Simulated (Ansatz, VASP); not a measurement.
One calculation of Y, two programs

The input INCAR:

```
SYSTEM = Y
PREC = Accurate
ENCUT = 520
EDIFF = 1E-7
ISMEAR = -1
SIGMA = 0.05
LREAL = .FALSE.
LASPH = .TRUE.
NELM = 100
ALGO = Normal
ISIF = 2
LWAVE = .FALSE.
LCHARG = .TRUE.
GGA = CA
LELF = .TRUE.
LVHAR = .TRUE.
NBANDS = 12
```

Contents of KPOINTS:

```
Automatic mesh
0
G
  13 13 13
  0 0 0
```

File POSCAR:

```
Y
1.0
    0.0000000000      2.4342714802      2.4342714802
    2.4342714802      0.0000000000      2.4342714802
    2.4342714802      2.4342714802      0.0000000000
Y
1
Direct
    0.0000000000      0.0000000000      0.0000000000
```

Input for Ansatz:

```yaml
crystal:
  lattice:
    - [0.0, 2.4342714802, 2.4342714802]
    - [2.4342714802, 0.0, 2.4342714802]
    - [2.4342714802, 2.4342714802, 0.0]
  atoms:
    - { symbol: "Y", position: [0.0, 0.0, 0.0] }
kpoints:
  mp_grid: { grid: [13, 13, 13] }
  band_path:
    path:
      - [0.0, 0.0, 0.0]
      - [0.5, 0.0, 0.5]
      - [0.625, 0.25, 0.625]
      - [0.375, 0.375, 0.75]
      - [0.0, 0.0, 0.0]
      - [0.5, 0.5, 0.5]
      - [0.5, 0.25, 0.75]
      - [0.5, 0.0, 0.5]
    npoints: 5
scf:
  occupations: { method: fermi_dirac, width: 0.05 }
hamiltonian:
  xc: lda
  pseudopotentials: { kind: all_electron, lapw: { basis_error: 0.001 } }
output:
  forces: true
  stress: true
  eigenvalues: true
```

Change from the starting cell: volume scaled by 0.94.

Alike in both runs: task single point; functional LDA; k mesh 13 × 13 × 13; occupations fermi-dirac, width 0.05 eV; no spin polarisation.

|  | VASP | Ansatz |
| --- | --- | --- |
| version | VASP 6.6.1 | Ansatz 0.2.0 |
| potentials or method | VASP PAW LDA potentials, release 64 (Y_sv), cutoff 520 eV | all-electron LAPW, scalar-relativistic |

VASP gave:

| Property | Result |
| --- | --- |
| pressure (GPa) | 0.8 |

Q: What did Ansatz give for the same quantities?

A: Pressure (GPa): 1.0.

LDA's correlation is that of Perdew and Zunger in VASP and of Perdew and Wang (1992) in Ansatz. Ansatz ran all-electron here, and VASP with PAW potentials.
